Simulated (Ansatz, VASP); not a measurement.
## Two plane-wave programs on CuAu3

Contents of POSCAR:

```
CuAu3
1.0
    3.9307486553      0.0000000000      0.0000000000
    0.0000000000      3.9307486553      0.0000000000
    0.0000000000      0.0000000000      3.9307486553
Cu Au
1 3
Direct
    0.0000000000      0.0000000000      0.0000000000
    0.0000000000      0.5000000000      0.5000000000
    0.5000000000      0.0000000000      0.5000000000
    0.5000000000      0.5000000000      0.0000000000
```

File INCAR.step1:

```
  ALGO = Normal
  EDIFF = 1E-4
  ENCUT = 520
  GGA = PE
  ISMEAR = 0
  LASPH = T
  LCHARG = F
  LREAL = F
  LWAVE = T
  NBANDS = 30
  NELM = 80
  PREC = Accurate
  SIGMA = 0.1
```

The input INCAR.step2:

```
  ALGO = Normal
  EDIFF = 1E-6
  ENCUT = 520
  ISIF = 2
  ISMEAR = 0
  ISTART = 1
  LASPH = T
  LCHARG = T
  LELF = T
  LMIXTAU = T
  LREAL = F
  LVHAR = T
  LWAVE = F
  METAGGA = R2SCAN
  NBANDS = 30
  NELM = 80
  PREC = Accurate
  SIGMA = 0.1
```

Contents of KPOINTS:

```
k-points
0
Gamma
  14 14 14
```

Input for Ansatz:

```yaml
crystal:
  lattice:
    - [3.9307486553, 0.0, 0.0]
    - [0.0, 3.9307486553, 0.0]
    - [0.0, 0.0, 3.9307486553]
  atoms:
    - { symbol: Cu, position: [0.0, 0.0, 0.0] }
    - { symbol: Au, position: [0.0, 0.5, 0.5] }
    - { symbol: Au, position: [0.5, 0.0, 0.5] }
    - { symbol: Au, position: [0.5, 0.5, 0.0] }
basis:
  ecutwfc: 500
kpoints:
  mp_grid: { grid: [14, 14, 14] }
hamiltonian:
  xc: r2scan
scf:
  occupations: { method: gaussian, width: 0.1 }
output:
  forces: true
  stress: true
  eigenvalues: true
```

Change from the starting cell: equal strain along all axes, cell held, atoms relaxed: -2.0 %.

Alike in both runs: task single point; functional r2SCAN; k mesh 14 × 14 × 14; occupations gaussian, width 0.1 eV; no spin polarisation.

|  | VASP | Ansatz |
| --- | --- | --- |
| version | VASP 6.6.1 | Ansatz 0.2.0 |
| potentials or method | VASP PAW PBE potentials, release 64 (Cu, Au), cutoff 520 eV | scalar-relativistic, plane waves, PAW |
| valence electrons in the cell | 44 | 76 |

|  | VASP | Ansatz | Ansatz less VASP |
| --- | --- | --- | --- |
| gap on the k mesh at the Fermi level (eV) | none | none | - |
| pressure (GPa) | 11.5 | 11.0 | -0.50 |

VASP's potentials were made for PBE, not for r2SCAN. A gap of «none» marks a metal or a gap that the smearing closes. VASP's potentials hold 44 valence electrons a cell and Ansatz's 76, so a difference there can come from the potentials and not from the codes.

Neither program's run includes spin-orbit coupling.
